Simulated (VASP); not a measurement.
Here is a VASP 6.6.1 calculation.

Contents of INCAR:

```
PREC = Accurate
ENCUT = 520
EDIFF = 1E-7
ISMEAR = 0
SIGMA = 0.05
LREAL = F
LASPH = T
NELM = 80
ALGO = Normal
ISIF = 2
LWAVE = F
LCHARG = F
GGA = PE
NBANDS = 12
```

Contents of KPOINTS:

```
regular mesh
0
Gamma
  20 20 20
```

The input POSCAR:

```
Cu
1.0
   -1.4427933200      1.4427933200      1.3760814500
    1.4427933200     -1.4427933200      1.3760814500
    1.4427933200      1.4427933200     -1.3760814500
Cu
1
Direct
    0.0000000000      0.0000000000      0.0000000000
```

Potentials or basis: VASP PAW PBE potentials, release 64 (Cu).

The run is started by

```console
$ cat potpaw_PBE.64/Cu/POTCAR > POTCAR
$ mpirun -np 1 vasp_std > vasp.out
```

(1) Estimate the pressure.

## Answers

(1) 7.8 GPa.
